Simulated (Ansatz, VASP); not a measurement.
Two plane-wave programs on SnO2

```
Sn O
1.0
     4.82770    0.00000    0.00000
     0.00000    4.82770    0.00000
     0.00000    0.00000    3.23799
Sn O
2 4
Direct
  0.01062 0.01377 0.03061
  0.49578 0.50877 0.49386
  0.30527 0.30178 0.99414
  0.19123 0.80586 0.51203
  0.68614 0.68379 0.99899
  0.81094 0.18604 0.47036
```

Change from the starting cell: all atoms moved at random, sigma 0.05 Å a component.

Alike in both runs: task single point; functional PBE; k mesh 6 × 6 × 8; occupations gaussian, width 0.05 eV; no spin polarisation.

|  | VASP | Ansatz |
| --- | --- | --- |
| version | VASP 6.6.1 | Ansatz 0.2.0 |
| potentials or method | VASP PAW PBE potentials, release 64 (Sn_d, O), cutoff 600 eV | scalar-relativistic, plane waves, PAW |
| valence electrons in the cell | 52 | 52 |

|  | VASP | Ansatz | Ansatz less VASP |
| --- | --- | --- | --- |
| gap on the k mesh at the Fermi level (eV) | 0.77 | 0.78 | +0.014 |
| least direct gap on the mesh (eV) | 0.77 | 0.78 | +0.014 |
| pressure (GPa) | 4.1 | 3.8 | -0.35 |
| traceless stress, the component that is largest in VASP (GPa) | -3.11 | -3.05 | +0.055 |
| rms of the force components (eV/Å) | 1.162 | 1.140 | -0.0223 |

Atom by atom the forces differ by 0.025 eV/Å (rms over components).
